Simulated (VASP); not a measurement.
Wanted: the native input for a VASP 6.6.1 run.

```yaml
Task: single point
Functional: PBE
Potentials_or_basis: VASP PAW PBE potentials, release 64 (Si, Bi_d, Te, Se)
Cutoff: 500 eV
k_mesh: 3 × 3 × 2
Occupations: gaussian, width 0.15 eV
Spin: no spin polarisation
Dipole_correction: no
Further_INCAR_settings: ALGO = Normal; EDIFF = 1e-06; NBANDS = 40
```

The structure of Si3Bi2TeSe2 lies in POSCAR:

```
Si3Bi2TeSe2
1.0
    4.0993938223      0.0000000000      0.0000000000
    0.0000000000      4.0993938223      0.0000000000
    0.0000000000      0.0000000000     11.7137001269
Si Bi Te Se
3 2 1 2
Direct
    0.0000000000      0.0000000000      0.7519650083
    0.0000000000      0.0000000000      0.2480349917
    0.0000000000      0.0000000000      0.0000000000
    0.5000000000      0.5000000000      0.7376687675
    0.5000000000      0.5000000000      0.2623312325
    0.5000000000      0.5000000000      0.0000000000
    0.5000000000      0.5000000000      0.5000000000
    0.0000000000      0.0000000000      0.5000000000
```

One way to write it, as run:

INCAR

```
SYSTEM = Si3Bi2TeSe2
PREC = Accurate
ENCUT = 500
EDIFF = 1E-6
ISMEAR = 0
SIGMA = 0.15
LREAL = .False.
LASPH = .True.
NELM = 120
ALGO = Normal
ISIF = 2
LWAVE = .False.
LCHARG = .True.
GGA = PE
LELF = .True.
LVHAR = .True.
NBANDS = 40
GGA_COMPAT = .False.
```

KPOINTS

```
regular mesh
0
Gamma
  3 3 2
  0 0 0
```

Potentials or basis: VASP PAW PBE potentials, release 64 (Si, Bi_d, Te, Se).

Launch:

```bash
$ cat potpaw_PBE.64/Si/POTCAR potpaw_PBE.64/Bi_d/POTCAR potpaw_PBE.64/Te/POTCAR potpaw_PBE.64/Se/POTCAR > POTCAR
$ mpirun -np 1 vasp_std > vasp.out
```

Results of the run:

```json
{"Pressure": "0.0 GPa", "Largest force": "0.072 eV/Å", "Band gap on the k mesh": "zero (band 30 reaches 6.71 eV, above the bottom of band 31 at 6.28 eV)"}
```

Caveat: the k points lie up to 0.51 Å⁻¹ apart; spin-orbit coupling is left out, which moves the levels of the heavy elements.

Wall time 87 s on 1 thread of Intel Xeon 6975P-C (shared host), peak memory 0.29 GiB.
